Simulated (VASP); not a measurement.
Set up this calculation in VASP 6.6.1, as the native input.

| Quantity | Value |
| --- | --- |
| Task | single point |
| Functional | PBEsol |
| Potentials or basis | VASP PAW PBE potentials, release 64 (O, Ir) |
| Cutoff | 520 eV |
| k mesh | 11 × 8 × 1 |
| Occupations | gaussian, width 0.1 eV |
| Spin | no spin polarisation |
| Dipole correction | yes |
| Further INCAR settings | LREAL = Auto; ALGO = Normal; EDIFF = 1e-07; NBANDS = 78 |

The structure of IrO2 lies in POSCAR:

```
IrO2
1.0
    3.1535737068      0.0000000000      0.0000000000
    0.0000000000      4.4714886299      0.0000000000
    0.0000000000      0.0000000000     27.8887801791
O Ir
12 6
Direct
    0.5000000000      0.1912180423      0.2689253510
    0.5000000000      0.8087819577      0.3302424324
    0.0000000000      0.3087819577      0.3490917944
    0.0000000000      0.6912180423      0.4104088757
    0.5000000000      0.1912180423      0.4292582377
    0.5000000000      0.8087819577      0.4905753190
    0.0000000000      0.3087819577      0.5094246810
    0.0000000000      0.6912180423      0.5707417623
    0.5000000000      0.1912180423      0.5895911243
    0.5000000000      0.8087819577      0.6509082056
    0.0000000000      0.3087819577      0.6697575676
    0.0000000000      0.6912180423      0.7310746490
    0.0000000000      0.0000000000      0.2995838917
    0.5000000000      0.5000000000      0.3797503350
    0.0000000000      0.0000000000      0.4599167783
    0.5000000000      0.5000000000      0.5400832217
    0.0000000000      0.0000000000      0.6202496650
    0.5000000000      0.5000000000      0.7004161083
```

The input as run:

INCAR

```
PREC = Accurate ; ENCUT = 520
EDIFF = 1E-7 ; ISMEAR = 0
SIGMA = 0.1 ; LREAL = Auto
LASPH = True ; NELM = 80
ALGO = Normal ; ISIF = 2
LWAVE = False ; LCHARG = True
LDIPOL = True ; IDIPOL = 3
DIPOL = 0.5 0.5 0.500 ; GGA = PS
LELF = True ; LVHAR = True
LVACPOTAV = True ; NBANDS = 78
```

KPOINTS

```
regular mesh
0
Gamma
  11 8 1
```

Potentials or basis: VASP PAW PBE potentials, release 64 (O, Ir).

Run with:

```sh
$ cat potpaw_PBE.64/O/POTCAR potpaw_PBE.64/Ir/POTCAR > POTCAR
$ mpirun -np 1 vasp_std > vasp.out
```

Results of the run:

```json
{"Largest force": "1.844 eV/Å", "Band gap on the k mesh": "zero (bands 63 and 64 overlap by 0.58 eV)"}
```

Caveat: the PAW data sets were made with another functional, which shifts forces and pressure a little; spin-orbit coupling is left out, which moves the levels of the heavy elements.

Wall time 22 min on 1 thread of Intel(R) Xeon(R) 6975P-C (Granite Rapids), with other jobs on the host, peak memory 0.78 GiB.
